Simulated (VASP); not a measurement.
# C (P1) in VASP: a series of runs, part 2 of 2

VASP 6.6.1.

### Step 4. Single point, PBE+D3(BJ) (atoms displaced along a vibrational mode)

The input, INCAR:

```
SYSTEM = C
PREC = Accurate
ENCUT = 520
EDIFF = 1E-6
ISMEAR = 0
SIGMA = 0.03
LREAL = .FALSE.
LASPH = .TRUE.
NELM = 100
ALGO = Normal
ISIF = 2
LWAVE = .FALSE.
LCHARG = .FALSE.
GGA = PE
IVDW = 12
NBANDS = 16
```

The input, KPOINTS:

```
regular mesh
0
G
  14 10 8
  0 0 0
```

The input, POSCAR:

```
C
1.0
   -1.2327815062      2.1341012746      0.0000000000
   -1.2327815062      0.0000000000     -3.3978816559
   -3.6983445185     -2.1341012746      0.0000000000
C
4
Direct
    0.2397617598      0.0415552016      0.9062964920
    0.7603280400     -0.0415552016      0.4270069080
    0.2521802464     -0.0090644522      0.5856252939
    0.7477299538      0.0090644522      0.0810713061
```

Potentials or basis: VASP PAW PBE potentials, release 64 (C).

Started as:

```
$ cat potpaw_PBE.64/C/POTCAR > POTCAR
$ mpirun -np 1 vasp_std > vasp.out
```

OUTCAR:

```text
SYSTEM = C
   PREC = Accurate
   ENCUT = 520
   EDIFF = 1E-6
   ISMEAR = 0
   LREAL = .FALSE.
   LASPH = .TRUE.
   NELM = 100
   ISIF = 2
   GGA = PE
   IVDW = 12
 IVDW          = 12

 ion  position               nearest neighbor table
   1  0.240  0.042  0.906-   4 1.43   4 1.43   3 1.43
   2  0.760  0.958  0.427-   3 1.43   3 1.43   4 1.43
   3  0.252  0.991  0.586-   2 1.43   2 1.43   1 1.43
   4  0.748  0.009  0.081-   1 1.43   1 1.43   2 1.43

  LATTYP: Found a triclinic cell.
[... 659 lines left out ...]

 E8    (eV) :    -0.1751

  FORCE on cell =-STRESS in cart. coord.  units (eV):
  Direction    XX          YY          ZZ          XY          YZ          ZX
  --------------------------------------------------------------------------------------
  -------------------------------------------------------------------------------------
  Total      -0.59631    -0.18460    -0.43598    -0.40621    -0.01165    -0.04804
  in kB     -26.71858    -8.27122   -19.53454   -18.20090    -0.52198    -2.15254
  external pressure =      -18.17 kB  Pullay stress =        0.00 kB

 VOLUME and BASIS-vectors are now :
 -----------------------------------------------------------------------------
  energy-cutoff  :      520.00
  volume of cell :       35.76
      direct lattice vectors                 reciprocal lattice vectors
    -1.232781506  2.134101275  0.000000000    -0.202793438  0.351435993  0.073575252
    -1.232781506  0.000000000 -3.397881656     0.000000000  0.000000000 -0.294301009
    -3.698344518 -2.134101275  0.000000000    -0.202793438 -0.117145331  0.073575252

 POSITION                                       TOTAL-FORCE (eV/Angst)
 -----------------------------------------------------------------------------------
     -3.69860     -1.42245     -0.14120         0.109833      0.045744      1.782039
     -3.69809      0.71134     -3.25668         0.103207      0.047738     -1.786876
     -3.69833     -0.71161     -3.36708        -0.105475     -0.044574      0.090951
     -1.23279      1.42272     -0.03080        -0.107565     -0.048907     -0.086115
 -----------------------------------------------------------------------------------
    total drift:                               -0.000120     -0.000090      0.000049

  FREE ENERGIE OF THE ION-ELECTRON SYSTEM (eV)
  ---------------------------------------------------
  free  energy   TOTEN  =       -37.2139779944 eV

  energy  without entropy=      -37.2139779944  energy(sigma->0) =      -37.21397799
```

OSZICAR:

```text
N       E                     dE             d eps       ncg     rms          rms(c)
DAV:   1     0.249845454499E+02    0.24985E+02   -0.75903E+03 18080   0.908E+02
DAV:   2    -0.366238515120E+02   -0.61608E+02   -0.56464E+02 25288   0.182E+02
DAV:   3    -0.388749289794E+02   -0.22511E+01   -0.22420E+01 23128   0.320E+01
DAV:   4    -0.388934726944E+02   -0.18544E-01   -0.18538E-01 23552   0.346E+00
DAV:   5    -0.388937719812E+02   -0.29929E-03   -0.29928E-03 22680   0.419E-01    0.880E+00
DAV:   6    -0.371412649880E+02    0.17525E+01   -0.11984E+00 23632   0.690E+00    0.513E+00
DAV:   7    -0.365862457134E+02    0.55502E+00   -0.14173E+00 24624   0.768E+00    0.147E+00
DAV:   8    -0.365962869155E+02   -0.10041E-01   -0.66011E-02 21136   0.154E+00    0.277E-01
DAV:   9    -0.365951378165E+02    0.11491E-02   -0.20512E-03 23696   0.323E-01    0.919E-02
DAV:  10    -0.365953286152E+02   -0.19080E-03   -0.41033E-04 21560   0.137E-01    0.405E-02
DAV:  11    -0.365953449987E+02   -0.16383E-04   -0.27520E-05 23768   0.388E-02    0.399E-03
DAV:  12    -0.365953451106E+02   -0.11191E-06   -0.12406E-06 20480   0.810E-03
   1 F= -.37213978E+02 E0= -.37213978E+02  d E =-.108621E-16
```

Run time: 3.6 min. Hardware: 1 thread of Intel Xeon Platinum 8259CL at 2.50GHz (Skylake/Cascade Lake), shared host; peak memory 0.33 GiB.

Results:

```
Free energy                : -37.2140 eV
Pressure                   : -1.8 GPa
Largest force              : 1.790 eV/Å
Dispersion energy per atom : -0.155 eV
```

Forces in eV/Å, atoms in the order of the input:
```
C    0.110  0.046  1.782
C    0.103  0.048 -1.787
C   -0.105 -0.045  0.091
C   -0.108 -0.049 -0.086
```

Stress tensor (GPa, compression positive):
```
-2.67 -1.82 -0.22
-1.82 -0.83 -0.05
-0.22 -0.05 -1.95
```

Caveat: the cell differs from its parent crystal (atoms displaced along a vibrational mode); forces of over 1 eV/Å act on the atoms, so gaps and moduli don't describe the material at rest.

### Step 5. Single point, PBE+D3(BJ) (atoms displaced along a vibrational mode)

The input, INCAR:

```
  ALGO = Normal
  EDIFF = 1E-6
  ENCUT = 520
  GGA = PE
  ISIF = 2
  ISMEAR = 0
  IVDW = 12
  LASPH = True
  LCHARG = False
  LREAL = False
  LWAVE = False
  NBANDS = 16
  NELM = 80
  PREC = Accurate
  SIGMA = 0.03
```

The input, KPOINTS:

```
k-points
0
Gamma
  14 10 8
```

The input, POSCAR:

```
C
1.0
   -1.2327815062      2.1341012746      0.0000000000
   -1.2327815062      0.0000000000     -3.3978816559
   -3.6983445185     -2.1341012746      0.0000000000
C
4
Direct
    0.2449494150      0.0206010210      0.9115156704
    0.7551403848     -0.0206010210      0.4217877296
    0.2523645871     -0.0097707712      0.5857915916
    0.7475456131      0.0097707712      0.0809050084
```

Potentials or basis: VASP PAW PBE potentials, release 64 (C).

Started as:

```
$ cat potpaw_PBE.64/C/POTCAR > POTCAR
$ mpirun -np 1 vasp_std > vasp.out
```

OUTCAR:

```text
EDIFF = 1E-6
   ENCUT = 520
   GGA = PE
   ISIF = 2
   ISMEAR = 0
   IVDW = 12
   LASPH = True
   LREAL = False
   NELM = 80
   PREC = Accurate
 IVDW          = 12

 ion  position               nearest neighbor table
   1  0.245  0.021  0.912-   4 1.42   4 1.42   3 1.43
   2  0.755  0.979  0.422-   3 1.42   3 1.42   4 1.43
   3  0.252  0.990  0.586-   2 1.42   2 1.42   1 1.43
   4  0.748  0.010  0.081-   1 1.42   1 1.42   2 1.43

  LATTYP: Found a triclinic cell.
 ALAT       =     3.6146023280
 B/A-ratio  =     1.1812948338
 C/A-ratio  =     0.6818389724
 COS(alpha) =     0.0004620578
 COS(beta)  =     0.1705961997
 COS(gamma) =     0.2954024707

  Lattice vectors:

 A1 = (  -1.2327815062,   0.0000000000,  -3.3978816559)
 A2 = (  -3.6983445185,  -2.1341012746,   0.0000000000)
 A3 = (  -1.2327815062,   2.1341012746,   0.0000000000)

Analysis of symmetry for initial positions (statically):
=====================================================================
 Subroutine PRICEL returns:
 Original cell was already a primitive cell.

 Routine SETGRP: Setting up the symmetry group for a
 triclinic supercell.

 Subroutine GETGRP returns: Found  1 space group operations
 (whereof  1 operations were pure point group operations)
 out of a pool of  2 trial point group operations.

The static configuration has the point symmetry C_1 .

Analysis of symmetry for dynamics (positions and initial velocities):
=====================================================================
 Subroutine PRICEL returns:
 Original cell was already a primitive cell.

 Routine SETGRP: Setting up the symmetry group for a
 triclinic supercell.

 Subroutine GETGRP returns: Found  1 space group operations
 (whereof  1 operations were pure point group operations)
 out of a pool of  2 trial point group operations.

The dynamic configuration has the point symmetry C_1 .

 Subroutine INISYM returns: Found  1 space group operations
 (whereof  1 operations are pure point group operations),
 and found     1 'primitive' translations

----------------------------------------------------------------------------------------

                                     Primitive cell

  volume of cell :      35.7577

  direct lattice vectors                    reciprocal lattice vectors
    -1.232781506  2.134101275  0.000000000    -0.202793438  0.351435993  0.073575252
    -1.232781506  0.000000000 -3.397881656     0.000000000  0.000000000 -0.294301009
    -3.698344518 -2.134101275  0.000000000    -0.202793438 -0.117145331  0.073575252

  length of vectors
     2.464576737  3.614602328  4.269911056     0.412366043  0.294301009  0.245482229

  position of ions in fractional coordinates (direct lattice)
     0.244949415  0.020601021  0.911515670
     0.755140385  0.979398979  0.421787730
     0.252364587  0.990229229  0.585791592
     0.747545613  0.009770771  0.080905008

  ion indices of the primitive-cell ions
   primitive index   ion index
                 1           1
[... 23 lines left out ...]
     0.000000000  0.000000000  0.000000000

 Subroutine IBZKPT returns following result:
 ===========================================

 Found    564 irreducible k-points:

 Following reciprocal coordinates:
            Coordinates               Weight
  0.000000  0.000000  0.000000      1.000000
  0.071429 -0.000000  0.000000      2.000000
  0.142857 -0.000000  0.000000      2.000000
  0.214286 -0.000000 -0.000000      2.000000
  0.285714 -0.000000 -0.000000      2.000000
  0.357143 -0.000000 -0.000000      2.000000
[... 16 lines left out ...]
  0.000000  0.200000  0.000000      2.000000
  0.071429  0.200000  0.000000      2.000000
 [... further k-points ...]
   k-points           NKPTS =    564   k-points in BZ     NKDIM =    564   number of bands    NBANDS=     16
   number of dos      NEDOS =    301   number of ions     NIONS =      4
   total plane-waves  NPLWV =  16128
   dimension x,y,z NGX =    18 NGY =   28 NGZ =   32
   dimension x,y,z NGXF=    36 NGYF=   56 NGZF=   64
   ions per type =               4
   NGX,Y,Z   is equivalent  to a cutoff of  12.14, 12.88, 12.46 a.u.
   NGXF,Y,Z  is equivalent  to a cutoff of  24.28, 25.76, 24.92 a.u.
 SYSTEM =  unknown system
   PREC   = accura    normal or accurate (medium, high low for compatibility)
   ISTART =      0    job   : 0-new  1-cont  2-samecut
   ICHARG =      2    charge: 1-file 2-atom 10-const
   ISPIN  =      1    spin polarized calculation?
   LNONCOLLINEAR =      F non collinear calculations
   LSORBIT =      F    spin-orbit coupling
   LASPH  =      T    aspherical Exc in radial PAW
   ENCUT  =  520.0 eV  38.22 Ry    6.18 a.u.   4.58  6.72  7.94*2*pi/ulx,y,z
   NELM   =     80;   NELMIN=  2; NELMDL= -5     # of ELM steps
   EDIFF  = 0.1E-05   stopping-criterion for ELM
   LREAL  =      F    real-space projection
   EDIFFG = 0.1E-04   stopping-criterion for IOM
   NSW    =      0    number of steps for IOM
   IBRION =     -1    ionic relax: 0-MD 1-quasi-New 2-CG
   NFREE  =      0    steps in history (QN), initial steepest desc. (CG)
   ISIF   =      2    stress and relaxation
   ISYM   =      2    0-nonsym 1-usesym 2-fastsym
   POTIM  = 0.5000    time-step for ionic-motion
   TEBEG  =    0.0;   TEEND  =   0.0 temperature during run
   PSTRESS=    0.0 pullay stress
   NELECT =      16.0000    total number of electrons
   NUPDOWN=      -1.0000    fix difference up-down
   EMIN   =  10.00;   EMAX   =-10.00  energy-range for DOS
   EFERMI =   0.00;   METHOD = LEGACY
   ISMEAR =     0;   SIGMA  =   0.03  broadening in eV -4-tet -1-fermi 0-gaus
   EFERMI_NEDOS =   21; number of points for ismear=-14 and -15
   IALGO  =     38    algorithm
   IMIX   =      4    mixing-type and parameters
     AMIX     =   0.40;   BMIX     =  1.00
     AMIX_MAG =   1.60;   BMIX_MAG =  1.00
  volume/ion in A,a.u.               =       8.94        60.33
  Fermi-wavevector in a.u.,A,eV,Ry     =   1.252156  2.366231 21.332495  1.567894
  Thomas-Fermi vector in A             =   2.386069
   LORBIT       =      0    0 simple, 1 ext, 2 COOP (PROOUT), +10 PAW based schemes
   GGA     = PE    functional components
   LHFCALC =     F    Hartree Fock is set to
   AEXX    =    0.0000 exact exchange contribution
   IVDW    =    12    specifies the selected vdW correction
   LEPSILON=     F    determine dielectric tensor
   LRPA    =     F    only Hartree local field effects (RPA)
 non-spin polarized calculation
 Gauss-broadening in eV      SIGMA  =   0.03
  energy-cutoff  :      520.00
  volume of cell :       35.76
 maximum number of plane-waves:       981
   NGX =  9   NGY = 13   NGZ = 15

 number of electron      16.0000002 magnetization

 Free energy of the ion-electron system (eV)
  ---------------------------------------------------
  ext. energy  EPLUGINS =         0.00000000
  ---------------------------------------------------
  free energy    TOTEN  =       -36.78374774 eV

  energy without entropy =      -36.78374774  energy(sigma->0) =      -36.78374774

 E-fermi :   4.6521     XC(G=0): -10.2407

 val. band max:        4.4449066963   @ k =  -0.3571   0.2000   0.0000
 cond. band min:       4.8555212834   @ k =   0.3571   0.1000  -0.0000
 fundamental gap:      0.4106145871
 Fermi energy:         4.6520720153

 k-point     1 :       0.0000    0.0000    0.0000
  band No.  band energies     occupation
      1     -15.0532      2.00000
      2      -9.6921      2.00000
      3      -8.6008      2.00000
      4      -2.0116      2.00000
      5      -1.7914      2.00000
      6       1.3079      2.00000
[... 433 lines left out ...]
      3      -8.5152      2.00000
      4      -2.5343      2.00000
      5      -2.1667      2.00000
      6       1.1720      2.00000
[... 8 lines left out ...]
     15      16.4583      0.00000
     16      17.2736      0.00000

 [... further k-points ...]

------------------------ aborting loop because EDIFF is reached ----------------------------------------

 Edisp (eV)   -0.61673

 E8    (eV) :    -0.1745

  FORCE on cell =-STRESS in cart. coord.  units (eV):
  Direction    XX          YY          ZZ          XY          YZ          ZX
  --------------------------------------------------------------------------------------
  -------------------------------------------------------------------------------------
  Total      -0.06718     0.09655    -0.12657    -0.18128    -0.00382    -0.01474
  in kB      -3.01024     4.32619    -5.67126    -8.12260    -0.17125    -0.66047
  external pressure =       -1.45 kB  Pullay stress =        0.00 kB

 VOLUME and BASIS-vectors are now :
 -----------------------------------------------------------------------------
  energy-cutoff  :      520.00
  volume of cell :       35.76
      direct lattice vectors                 reciprocal lattice vectors
    -1.232781506  2.134101275  0.000000000    -0.202793438  0.351435993  0.073575252
    -1.232781506  0.000000000 -3.397881656     0.000000000  0.000000000 -0.294301009
    -3.698344518 -2.134101275  0.000000000    -0.202793438 -0.117145331  0.073575252

 POSITION                                       TOTAL-FORCE (eV/Angst)
 -----------------------------------------------------------------------------------
     -3.69846     -1.42252     -0.07000         0.089818      0.034637      0.830903
     -3.69822      0.71141     -3.32788         0.087546      0.036578     -0.833251
     -3.69831     -0.71157     -3.36468        -0.088303     -0.034657     -0.197928
     -1.23282      1.42268     -0.03320        -0.089062     -0.036558      0.200276
 -----------------------------------------------------------------------------------
    total drift:                               -0.000075     -0.000017     -0.000035

  FREE ENERGIE OF THE ION-ELECTRON SYSTEM (eV)
  ---------------------------------------------------
  free  energy   TOTEN  =       -37.4004743451 eV

  energy  without entropy=      -37.4004743451  energy(sigma->0) =      -37.40047435
```

Wall time 3.7 min (1 thread of Intel Xeon Platinum 8259CL at 2.50GHz (Skylake/Cascade Lake), shared host); peak memory 0.33 GiB.

What came out:

```yaml
Free_energy: -37.4005 eV
Pressure: -0.1 GPa
Largest_force: 0.839 eV/Å
Dispersion_energy_per_atom: -0.154 eV
```

Forces on the atoms (eV/Å):
```
C    0.090  0.035  0.831
C    0.088  0.037 -0.833
C   -0.088 -0.035 -0.198
C   -0.089 -0.037  0.200
```

Caveat: the cell differs from its parent crystal (atoms displaced along a vibrational mode).

### Step 6. Single point, PBE+D3(BJ) (atoms displaced along a vibrational mode)

The input, INCAR:

```
SYSTEM = C
ALGO = Normal
EDIFF = 1E-6
ENCUT = 520
GGA = PE
ISIF = 2
ISMEAR = 0
IVDW = 12
LASPH = .True.
LCHARG = .False.
LREAL = .False.
LWAVE = .False.
NBANDS = 16
NELM = 80
PREC = Accurate
SIGMA = 0.03
```

The input, KPOINTS:

```
k-points
0
Gamma
  14 10 8
  0 0 0
```

The input, POSCAR:

```
C
1.0
   -1.2327815062      2.1341012746      0.0000000000
   -1.2327815062      0.0000000000     -3.3978816559
   -3.6983445185     -2.1341012746      0.0000000000
C
4
Direct
    0.2436985864      0.0256629864      0.9102524502
    0.7563912134     -0.0256629864      0.4230509498
    0.2536154157     -0.0148327366      0.5870548118
    0.7462947845      0.0148327366      0.0796417882
```

Potentials or basis: VASP PAW PBE potentials, release 64 (C).

Started as:

```
$ cat potpaw_PBE.64/C/POTCAR > POTCAR
$ mpirun -np 1 vasp_std > vasp.out
```

Wall time 5.7 min (1 thread of Intel Xeon 8259CL, shared host); peak memory 0.3 GiB.

The run converged. Its results:

```yaml
Free_energy: -37.3589 eV
Pressure: -0.5 GPa
Largest_force: 1.021 eV/Å
Dispersion_energy_per_atom: -0.154 eV
```

Forces in eV/Å, atoms in the order of the input:
```
C    0.150  0.069  1.003
C    0.148  0.072 -1.007
C   -0.149 -0.069 -0.379
C   -0.150 -0.072  0.383
```

Stress tensor (GPa, compression positive):
```
-0.96 -1.29 -0.11
-1.29  0.30 -0.03
-0.11 -0.03 -0.87
```

Caveat: the cell differs from its parent crystal (atoms displaced along a vibrational mode); forces of over 1 eV/Å act on the atoms, so gaps and moduli don't describe the material at rest.

### Step 7. Summary

```tsv
cell	pressure (GPa)	largest force (eV/Å)
as given, atomic positions A	-1.5	1.65
as given, atomic positions B	-1.0	1.47
as given, atomic positions C	-1.8	1.79
as given, atomic positions D	-0.1	0.84
as given, atomic positions E	-0.5	1.02
```

Alike in all rows: task single point; level PBE+D3(BJ); potentials or basis VASP PAW PBE potentials, release 64 (C); no spin polarisation; k mesh 14 × 10 × 8; cutoff (eV) 520; smearing gaussian 0.03 eV.

Caveats: forces of over 1 eV/Å act on the atoms, so gaps and moduli don't describe the material at rest (at least some runs).

Total energies depend on the potentials used, so only differences within one code and one set of settings carry meaning.
